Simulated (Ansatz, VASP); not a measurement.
## KCl: VASP beside Ansatz

INCAR

```
ALGO = Normal
EDIFF = 1E-6
EDIFFG = -0.02
ENCUT = 600
GGA = PS
IBRION = 2
ISIF = 3
ISMEAR = 0
LASPH = True
LCHARG = False
LREAL = False
LWAVE = False
NELM = 60
NSW = 60
PREC = Accurate
SIGMA = 0.02
```

Contents of KPOINTS:

```
k-points
0
Gamma
  6 6 6
```

Contents of POSCAR:

```
KCl
1.0
    3.8641123820     -0.0370098494      0.0383919600
   -0.0370098494      3.8397334874      0.0149728644
    0.0383919600      0.0149728644      3.8939429350
K Cl
1 1
Direct
    0.0076552487      0.0019170681     -0.0134898036
    0.4923447513      0.4980829319      0.5134898036
```

Input for Ansatz:

```yaml
crystal:
  lattice:
    - [3.864112382, -0.0370098494, 0.03839196]
    - [-0.0370098494, 3.8397334874, 0.0149728644]
    - [0.03839196, 0.0149728644, 3.893942935]
  atoms:
    - { symbol: K, position: [0.0076552487, 0.0019170681, -0.0134898036] }
    - { symbol: Cl, position: [0.4923447513, 0.4980829319, 0.5134898036] }
basis:
  ecutwfc: 420
kpoints:
  mp_grid: { grid: [6, 6, 6] }
hamiltonian:
  xc: pbesol
scf:
  occupations: { method: gaussian, width: 0.02 }
output:
  forces: true
  stress: true
  eigenvalues: true
  write_density: true
  write_potential: true
  elf: true
  volumetric_format: npy
relax:
  adjacent_minimum: "off"
  f_tol: 0.02
  max_steps: 40
  cell: { stress_tol: 0.1 }
```

Change from the starting cell: all atoms moved at random, cell strained at random, then relaxed.

Alike in both runs: task relaxation of cell and atoms; functional PBEsol; k mesh 6 × 6 × 6; occupations gaussian, width 0.02 eV; no spin polarisation.

|  | VASP | Ansatz |
| --- | --- | --- |
| version | VASP 6.6.1 | Ansatz 0.2.0 |
| potentials or method | VASP PAW PBE potentials, release 64 (K_sv, Cl), cutoff 600 eV | scalar-relativistic, plane waves, PAW |
| valence electrons in the cell | 16 | 16 |

|  | VASP | Ansatz | Ansatz less VASP |
| --- | --- | --- | --- |
| gap on the k mesh at the Fermi level, each at its own relaxed structure (eV) | 4.92 | 4.96 | +0.036 |
| relaxed volume (Å³/atom) | 26.28 | 26.11 | -0.177 |
| relaxed length of the cell vector where the two differ most in proportion (Å) | 3.748 | 3.738 | -0.0104 |

VASP's potentials were made for PBE, not for PBEsol.
